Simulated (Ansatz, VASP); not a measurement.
Two plane-wave programs on BN

The input POSCAR:

```
BN
1.0
    0.0000000000      1.7923110500      1.7923110500
    1.7923110500      0.0000000000      1.7923110500
    1.7923110500      1.7923110500      0.0000000000
B N
1 1
Direct
    0.0000000000      0.0000000000      0.0000000000
    0.2500000000      0.2500000000      0.2500000000
```

INCAR.step1

```
SYSTEM = BN
PREC     = Accurate       ! precision mode
ENCUT    = 520            ! plane-wave cutoff, eV
ISMEAR   = -1             ! smearing method
SIGMA    = 0.02           ! smearing width, eV
LREAL    = .FALSE.        ! projectors in reciprocal space
LASPH    = .TRUE.         ! aspherical terms in the spheres
NELM     = 80             ! most SCF steps
GGA      = PE             ! functional
ALGO     = Normal         ! electronic algorithm
EDIFF    = 1E-4           ! SCF threshold, eV
LWAVE    = .TRUE.         ! write WAVECAR
LCHARG   = .FALSE.        ! write CHGCAR
```

File INCAR.step2:

```
SYSTEM = BN
PREC     = Accurate       ! precision mode
ENCUT    = 520            ! plane-wave cutoff, eV
EDIFF    = 1E-7           ! SCF threshold, eV
ISMEAR   = -1             ! smearing method
SIGMA    = 0.02           ! smearing width, eV
LREAL    = .FALSE.        ! projectors in reciprocal space
LASPH    = .TRUE.         ! aspherical terms in the spheres
NELM     = 80             ! most SCF steps
ALGO     = Normal         ! electronic algorithm
ISIF     = 2              ! what is computed and relaxed
LWAVE    = .FALSE.        ! write WAVECAR
LCHARG   = .FALSE.        ! write CHGCAR
METAGGA  = R2SCAN         ! meta-GGA
LMIXTAU  = .TRUE.       
IBRION   = 2              ! ionic algorithm
NSW      = 50             ! ionic steps
EDIFFG   = -0.01          ! ionic threshold
ISTART   = 1
```

Contents of KPOINTS:

```
regular mesh
0
G
  14 14 14
  0 0 0
```

Input for Ansatz:

```yaml
crystal:
  lattice:
    - [0.0, 1.79231105, 1.79231105]
    - [1.79231105, 0.0, 1.79231105]
    - [1.79231105, 1.79231105, 0.0]
  atoms:
    - { symbol: B, position: [0.0, 0.0, 0.0] }
    - { symbol: "N", position: [0.25, 0.25, 0.25] }
  symmetry: { tolerance: 0.0003 }
hamiltonian:
  xc: r2scan
  pseudopotentials: { kind: paw, azcp: { folder: soft_1 } }
basis:
  ecutwfc: 500
magnetization:
  spin_polarized: false
scf:
  occupations: { method: fermi_dirac, width: 0.02 }
kpoints:
  mp_grid: { grid: [14, 14, 14], shift: [0, 0, 0] }
  band_path:
    path:
      - [0.0, 0.0, 0.0]
      - [-0.5, -0.5, 0.0]
      - [-0.375, -0.375, 0.25]
      - [-0.375, 0.0, 0.375]
      - [0.0, 0.0, 0.0]
      - [0.0, 0.0, 0.5]
      - [-0.5, -0.25, 0.25]
      - [-0.5, -0.5, 0.0]
    npoints: 10
output:
  forces: true
  stress: true
  eigenvalues: true
  write_potential: true
  elf: true
  volumetric_format: npy
  dos: { e_range: [-12, 8], de: 0.05 }
relax:
  max_steps: 30
```

Alike in both runs: task relaxation of the atoms; functional r2SCAN; k mesh 14 × 14 × 14; occupations fermi-dirac, width 0.02 eV; no spin polarisation.

```csv
,VASP,Ansatz
version,VASP 6.6.1,Ansatz 0.2.0
potentials or method,"VASP PAW PBE potentials, release 64 (B, N), cutoff 520 eV",PAW plane waves
valence electrons in the cell,8,8
```

```csv
,VASP,Ansatz,Ansatz less VASP
"gap on the k mesh at the Fermi level, each at its own relaxed structure (eV)",5.01,5.02,+0.013
```

VASP's potentials were made for PBE, not for r2SCAN. Ansatz's warnings: stress scf threshold loose.

Noted on VASP's run: the relaxation stopped at its first step, so nothing moved.
